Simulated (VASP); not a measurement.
Write the native input for VASP 6.6.1 that does the following.

```
Task                   : single point
Functional             : PBEsol
Potentials or basis    : VASP PAW PBE potentials, release 64 (Mn_pv, As)
Cutoff                 : 520 eV
k mesh                 : 12 × 12 × 6
Occupations            : gaussian, width 0.1 eV
Spin                   : collinear spin, ferromagnetic start
Starting moments       : [3.72, 3.72, 0.0, 0.0] μB
Dipole correction      : no
Further INCAR settings : ALGO = Normal; EDIFF = 1e-06; NBANDS = 30
```

The structure of MnAs lies in POSCAR:

```
MnAs
1.0
    3.5770241783      0.0000000000      0.0000000000
   -1.7885120891      3.0977938084      0.0000000000
    0.0000000000      0.0000000000      5.3339875591
Mn As
2 2
Direct
    0.0000000000      0.0000000000      0.0000000000
    0.0000000000      0.0000000000      0.5000000000
    0.3333333333      0.6666666667      0.2500000000
    0.6666666667      0.3333333333      0.7500000000
```

The input as run:

INCAR

```
PREC = Accurate ; ENCUT = 520
EDIFF = 1E-6 ; ISMEAR = 0
SIGMA = 0.1 ; LREAL = False
LASPH = True ; NELM = 150
ALGO = Normal ; ISIF = 2
LWAVE = False ; LCHARG = False
ISPIN = 2 ; MAGMOM = 3.72 3.72 0 0
LORBIT = 11 ; LMAXMIX = 4
GGA = PS ; NBANDS = 30
```

KPOINTS

```
Automatic mesh
0
Gamma
  12 12 6
```

Potentials or basis: VASP PAW PBE potentials, release 64 (Mn_pv, As).

Run with:

```console
$ cat potpaw_PBE.64/Mn_pv/POTCAR potpaw_PBE.64/As/POTCAR > POTCAR
$ mpirun -np 1 vasp_std > vasp.out
```

It gave:

```yaml
Pressure: 0.3 GPa
Net_moment: 4.91 μB per cell
Site_moments: Mn +2.50; As -0.09 μB
Valence_electrons_inside_the_program's_atomic_spheres: Mn 11.82; As 2.85
```

Caveat: the PAW data sets were made with another functional, which shifts forces and pressure a little; the run started ferromagnetic, and an antiferromagnetic order may lie lower in energy.

It took 97 s on 1 thread of Intel(R) Xeon(R) 6975P-C (Granite Rapids), on a shared host, peak memory 0.33 GiB.
